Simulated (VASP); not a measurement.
# GaN (P6_3mc) in VASP: single point with r2SCAN

Aim: the single point of GaN with r2SCAN.

All numbers are computed with VASP 6.6.1; they aren't measurements. Logs are shortened: lines on timing, memory, paths and dates and some standing lists are left out, and cuts for length are marked.

**1. The cell of the first run**

It takes space group P6_3mc (No. 186, hexagonal). Conventional cell: a = 3.183 Å, b = 3.183 Å, c = 5.391 Å, α = 90.00°, β = 90.00°, γ = 120.00°. Ga (site symmetry 3m) has 4 N at 1.96 to 2.01 Å within 2.6 Å. N (site symmetry 3m) has 4 Ga at 1.96 to 2.01 Å within 2.6 Å.

**2. Single point, r2SCAN (uniaxial z strain +4.0%)**

The input, POSCAR:

```
GaN
1.0
    3.1831493761      0.0000000000      0.0000000000
   -1.5915746880      2.7566882238      0.0000000000
    0.0000000000      0.0000000000      5.3909702384
Ga N
2 2
Direct
    0.3333333333      0.6666666667      0.0014240930
    0.6666666667      0.3333333333      0.5014240930
    0.3333333333      0.6666666667      0.3735759070
    0.6666666667      0.3333333333      0.8735759070
```

The input, INCAR.step1:

```
PREC = Accurate ; ENCUT = 520
ISMEAR = 0 ; SIGMA = 0.01
LREAL = F ; LASPH = T
NELM = 100 ; NBANDS = 26
GGA = PE ; ALGO = Normal
EDIFF = 1E-4 ; LWAVE = T
LCHARG = F
```

The input, INCAR.step2:

```
PREC = Accurate ; ENCUT = 520
EDIFF = 1E-7 ; ISMEAR = 0
SIGMA = 0.01 ; LREAL = F
LASPH = T ; NELM = 100
ALGO = Normal ; ISIF = 2
LWAVE = F ; LCHARG = T
METAGGA = R2SCAN ; LMIXTAU = T
LELF = T ; LVHAR = T
NBANDS = 26 ; ISTART = 1
```

The input, KPOINTS:

```
Automatic mesh
0
Gamma
  12 12 6
```

Potentials or basis: VASP PAW PBE potentials, release 64 (Ga_d, N).

Command:

```bash
cat potpaw_PBE.64/Ga_d/POTCAR potpaw_PBE.64/N/POTCAR > POTCAR
cp INCAR.step1 INCAR
mpirun -np 1 vasp_std > vasp.out
cp INCAR.step2 INCAR
mpirun -np 1 vasp_std > vasp.out
```

OUTCAR:

```text
PREC = Accurate
   ENCUT = 520
   EDIFF = 1E-7
   ISMEAR = 0
   LREAL = F
   LASPH = T
   NELM = 100
   ISIF = 2
   METAGGA = R2SCAN
   ISTART = 1

 ion  position               nearest neighbor table
   1  0.333  0.667  0.001-   4 1.96   4 1.96   4 1.96   3 2.01
   2  0.667  0.333  0.501-   3 1.96   3 1.96   3 1.96   4 2.01
   3  0.333  0.667  0.374-   2 1.96   2 1.96   2 1.96   1 2.01
   4  0.667  0.333  0.874-   1 1.96   1 1.96   1 1.96   2 2.01

  LATTYP: Found a hexagonal cell.
 ALAT       =     3.1831493761
 C/A-ratio  =     1.6935963731

  Lattice vectors:

 A1 = (   3.1831493761,   0.0000000000,   0.0000000000)
 A2 = (  -1.5915746880,   2.7566882238,   0.0000000000)
 A3 = (   0.0000000000,   0.0000000000,   5.3909702384)

Analysis of symmetry for initial positions (statically):
=====================================================================
 Subroutine PRICEL returns:
 Original cell was already a primitive cell.

 Routine SETGRP: Setting up the symmetry group for a
 hexagonal supercell.

 Subroutine GETGRP returns: Found 12 space group operations
 (whereof  6 operations were pure point group operations)
 out of a pool of 24 trial point group operations.

The static configuration has the point symmetry C_3v.
 The point group associated with its full space group is C_6v.

Analysis of symmetry for dynamics (positions and initial velocities):
=====================================================================
 Subroutine PRICEL returns:
 Original cell was already a primitive cell.

 Routine SETGRP: Setting up the symmetry group for a
 hexagonal supercell.

 Subroutine GETGRP returns: Found 12 space group operations
 (whereof  6 operations were pure point group operations)
 out of a pool of 24 trial point group operations.

The dynamic configuration has the point symmetry C_3v.
 The point group associated with its full space group is C_6v.

 Subroutine INISYM returns: Found 12 space group operations
 (whereof  6 operations are pure point group operations),
 and found     1 'primitive' translations

----------------------------------------------------------------------------------------

                                     Primitive cell

  volume of cell :      47.3055

  direct lattice vectors                    reciprocal lattice vectors
     3.183149376  0.000000000  0.000000000     0.314154280  0.181377058  0.000000000
    -1.591574688  2.756688224  0.000000000     0.000000000  0.362754116  0.000000000
     0.000000000  0.000000000  5.390970238     0.000000000  0.000000000  0.185495366

  length of vectors
     3.183149376  3.183149376  5.390970238     0.362754116  0.362754116  0.185495366

  position of ions in fractional coordinates (direct lattice)
     0.333333333  0.666666667  0.001424093
     0.666666667  0.333333333  0.501424093
     0.333333333  0.666666667  0.373575907
     0.666666667  0.333333333  0.873575907

  ion indices of the primitive-cell ions
   primitive index   ion index
                 1           1
                 2           2
                 3           3
                 4           4

----------------------------------------------------------------------------------------

 KPOINTS: Automatic mesh

Automatic generation of k-mesh.
 Grid dimensions read from file:
 generate k-points for:   12   12    6

 Generating k-lattice:

  Cartesian coordinates                     Fractional coordinates (reciprocal lattice)
     0.026179523  0.015114755  0.000000000     0.083333333  0.000000000  0.000000000
     0.000000000  0.030229510  0.000000000     0.000000000  0.083333333  0.000000000
     0.000000000  0.000000000  0.030915894     0.000000000  0.000000000  0.166666667

  Length of vectors
     0.030229510  0.030229510  0.030915894

  Shift w.r.t. Gamma in fractional coordinates (k-lattice)
     0.000000000  0.000000000  0.000000000

 Subroutine IBZKPT returns following result:
 ===========================================

 Found     76 irreducible k-points:

 Following reciprocal coordinates:
            Coordinates               Weight
  0.000000  0.000000  0.000000      1.000000
  0.083333 -0.000000  0.000000      6.000000
  0.166667 -0.000000  0.000000      6.000000
  0.250000 -0.000000  0.000000      6.000000
  0.333333 -0.000000  0.000000      6.000000
  0.416667 -0.000000  0.000000      6.000000
[... 16 lines left out ...]
  0.250000 -0.000000  0.166667     12.000000
  0.333333 -0.000000  0.166667     12.000000
 [... further k-points ...]
   k-points           NKPTS =     76   k-points in BZ     NKDIM =     76   number of bands    NBANDS=     26
   number of dos      NEDOS =    301   number of ions     NIONS =      4
   total plane-waves  NPLWV =  23040
   dimension x,y,z NGX =    24 NGY =   24 NGZ =   40
   dimension x,y,z NGXF=    48 NGYF=   48 NGZF=   80
   ions per type =               2   2
   NGX,Y,Z   is equivalent  to a cutoff of  12.53, 12.53, 12.34 a.u.
   NGXF,Y,Z  is equivalent  to a cutoff of  25.07, 25.07, 24.67 a.u.
 SYSTEM =  unknown system
   PREC   = accura    normal or accurate (medium, high low for compatibility)
   ISTART =      1    job   : 0-new  1-cont  2-samecut
   ICHARG =      0    charge: 1-file 2-atom 10-const
   ISPIN  =      1    spin polarized calculation?
   LNONCOLLINEAR =      F non collinear calculations
   LSORBIT =      F    spin-orbit coupling
   LASPH  =      T    aspherical Exc in radial PAW
   ENCUT  =  520.0 eV  38.22 Ry    6.18 a.u.   5.92  5.92 10.02*2*pi/ulx,y,z
   NELM   =    100;   NELMIN=  2; NELMDL=  0     # of ELM steps
   EDIFF  = 0.1E-06   stopping-criterion for ELM
   LREAL  =      F    real-space projection
   EDIFFG = 0.1E-05   stopping-criterion for IOM
   NSW    =      0    number of steps for IOM
   IBRION =     -1    ionic relax: 0-MD 1-quasi-New 2-CG
   NFREE  =      0    steps in history (QN), initial steepest desc. (CG)
   ISIF   =      2    stress and relaxation
   ISYM   =      2    0-nonsym 1-usesym 2-fastsym
   POTIM  = 0.5000    time-step for ionic-motion
   TEBEG  =    0.0;   TEEND  =   0.0 temperature during run
   PSTRESS=    0.0 pullay stress
   NELECT =      36.0000    total number of electrons
   NUPDOWN=      -1.0000    fix difference up-down
   EMIN   =  10.00;   EMAX   =-10.00  energy-range for DOS
   EFERMI =   0.00;   METHOD = LEGACY
   ISMEAR =     0;   SIGMA  =   0.01  broadening in eV -4-tet -1-fermi 0-gaus
   EFERMI_NEDOS =   21; number of points for ismear=-14 and -15
   IALGO  =     38    algorithm
   IMIX   =      4    mixing-type and parameters
     AMIX     =   0.40;   BMIX     =  1.00
     AMIX_MAG =   1.60;   BMIX_MAG =  1.00
  volume/ion in A,a.u.               =      11.83        79.81
  Fermi-wavevector in a.u.,A,eV,Ry     =   1.494646  2.824472 30.394978  2.233968
  Thomas-Fermi vector in A             =   2.606893
   LORBIT       =      0    0 simple, 1 ext, 2 COOP (PROOUT), +10 PAW based schemes
   METAGGA = R2SCAN    functional components
   LHFCALC =     F    Hartree Fock is set to
   AEXX    =    0.0000 exact exchange contribution
   IVDW    =     0    specifies the selected vdW correction
   LEPSILON=     F    determine dielectric tensor
   LRPA    =     F    only Hartree local field effects (RPA)
 non-spin polarized calculation
 Gauss-broadening in eV      SIGMA  =   0.01
  energy-cutoff  :      520.00
  volume of cell :       47.31
 maximum number of plane-waves:      1294
 NGX is ok and might be reduce to    24
   NGX = 11   NGY = 11   NGZ = 21

 number of electron      36.0000005 magnetization

 Free energy of the ion-electron system (eV)
  ---------------------------------------------------
  ext. energy  EPLUGINS =         0.00000000
  ---------------------------------------------------
  free energy    TOTEN  =       -43.74673381 eV

  energy without entropy =      -43.74673381  energy(sigma->0) =      -43.74673381

 E-fermi :   4.8584     XC(G=0): -12.4370

 val. band max:        4.7571754062   @ k =   0.0000   0.0000   0.0000
 cond. band min:       6.6584511893   @ k =   0.0000   0.0000   0.0000
 fundamental gap:      1.9012757831
 Fermi energy:         4.8583964803

 k-point     1 :       0.0000    0.0000    0.0000
  band No.  band energies     occupation
      1     -11.7973      2.00000
      2     -10.9384      2.00000
      3      -9.1377      2.00000
      4      -9.1217      2.00000
      5      -9.1217      2.00000
      6      -9.0670      2.00000
[... 18 lines left out ...]
     25      17.0985      0.00000
     26      17.0986      0.00000

 k-point     2 :       0.0833   -0.0000    0.0000
  band No.  band energies     occupation
      1     -11.7309      2.00000
      2     -10.9183      2.00000
      3      -9.1310      2.00000
      4      -9.1114      2.00000
      5      -9.0971      2.00000
      6      -9.0585      2.00000
[... 18 lines left out ...]
     25      16.6674      0.00000
     26      17.2430      0.00000

 k-point     3 :       0.1667   -0.0000    0.0000
  band No.  band energies     occupation
      1     -11.5505      2.00000
      2     -10.8682      2.00000
      3      -9.1075      2.00000
      4      -9.0858      2.00000
      5      -9.0383      2.00000
      6      -9.0172      2.00000
[... 18 lines left out ...]
     25      16.3957      0.00000
     26      17.5831      0.00000

 k-point     4 :       0.2500   -0.0000    0.0000
  band No.  band energies     occupation
      1     -11.3126      2.00000
      2     -10.8117      2.00000
      3      -9.0817      2.00000
      4      -9.0587      2.00000
      5      -8.9933      2.00000
      6      -8.9682      2.00000
[... 18 lines left out ...]
     25      16.7854      0.00000
     26      17.4816      0.00000
[... 496 lines left out ...]
      1     -11.4907      2.00000
      2     -10.8955      2.00000
      3      -9.1011      2.00000
      4      -9.0822      2.00000
      5      -9.0422      2.00000
      6      -9.0227      2.00000
[... 18 lines left out ...]
     25      16.1543      0.00000
     26      17.3993      0.00000

 k-point    23 :       0.2500   -0.0000    0.1667
  band No.  band energies     occupation
      1     -11.2652      2.00000
      2     -10.8297      2.00000
      3      -9.0789      2.00000
      4      -9.0529      2.00000
      5      -9.0041      2.00000
      6      -8.9743      2.00000
[... 18 lines left out ...]
     25      16.3211      0.00000
     26      17.9214      0.00000

 k-point    24 :       0.3333   -0.0000    0.1667
  band No.  band energies     occupation
      1     -11.0625      2.00000
      2     -10.7789      2.00000
      3      -9.0667      2.00000
      4      -9.0340      2.00000
      5      -8.9736      2.00000
      6      -8.9289      2.00000
[... 18 lines left out ...]
     25      16.5709      0.00000
     26      18.1552      0.00000

 [... further k-points ...]
[... 5 lines left out ...]
  --------------------------------------------------------------------------------------
  -------------------------------------------------------------------------------------
  Total       -0.5810253     -0.5810253     -4.1563966     -0.0000000      0.0000000     -0.0000000
  in kB      -19.6785927    -19.6785927   -140.7718964     -0.0000000      0.0000000     -0.0000000
  external PRESSURE =     -60.0430273 kB  Pullay stress =       0.0000000 kB

 VOLUME and BASIS-vectors are now :
 -----------------------------------------------------------------------------
  energy-cutoff  :      520.00
  volume of cell :       47.31
      direct lattice vectors                 reciprocal lattice vectors
     3.183149376  0.000000000  0.000000000     0.314154280  0.181377058  0.000000000
    -1.591574688  2.756688224  0.000000000     0.000000000  0.362754116  0.000000000
     0.000000000  0.000000000  5.390970238     0.000000000  0.000000000  0.185495366

 POSITION                                       TOTAL-FORCE (eV/Angst)
 -----------------------------------------------------------------------------------
     -0.00000      1.83779      0.00768        -0.000000      0.000000      0.009824
      1.59157      0.91890      2.70316         0.000000     -0.000000      0.009824
     -0.00000      1.83779      2.01394         0.000000      0.000000     -0.009824
      1.59157      0.91890      4.70942         0.000000     -0.000000     -0.009824
 -----------------------------------------------------------------------------------
    total drift:                                0.000002      0.000004     -0.016376

  FREE ENERGIE OF THE ION-ELECTRON SYSTEM (eV)
  ---------------------------------------------------
  free  energy   TOTEN  =       -43.7467338066 eV

  energy  without entropy=      -43.7467338066  energy(sigma->0) =      -43.74673381
```

Run time: 2 min. Hardware: 1 thread of Intel Xeon 6975P-C (Granite Rapids), shared host; peak memory 0.22 GiB.

What came out:

```yaml
Free_energy: -43.7467 eV
Pressure: -6.0 GPa
Largest_force: 0.010 eV/Å
Band_gap_on_the_k_mesh: 1.90 eV, direct
```

Forces on the atoms (eV/Å):
```
Ga   0.000  0.000  0.010
Ga   0.000  0.000  0.010
N    0.000  0.000 -0.010
N    0.000  0.000 -0.010
```

Stress tensor (GPa, compression positive):
```
 -1.97   0.00   0.00
  0.00  -1.97   0.00
  0.00   0.00 -14.08
```

Levels at points of the mesh, in eV from the valence-band top:
| k point | band 15 | band 16 | band 17 | band 18 | band 19 | band 20 | band 21 | band 22 |
| --- | --- | --- | --- | --- | --- | --- | --- | --- |
| (0.00, 0.00, 0.00) | -0.91 | -0.26 | 0.00 | 0.00 | 1.90 | 4.89 | 9.35 | 10.53 |
| (0.50, 0.00, 0.00) | -4.21 | -2.60 | -2.25 | -1.04 | 5.66 | 5.76 | 6.06 | 8.74 |
| (0.00, 0.00, 0.50) | -0.47 | -0.47 | -0.47 | -0.47 | 4.55 | 4.55 | 8.73 | 8.73 |
| (0.50, 0.00, 0.50) | -2.11 | -2.11 | -1.88 | -1.88 | 4.55 | 4.55 | 8.06 | 8.06 |

Caveat: the cell differs from its parent crystal (uniaxial z strain +4.0%); the PAW data sets were made with another functional, which shifts forces and pressure a little.
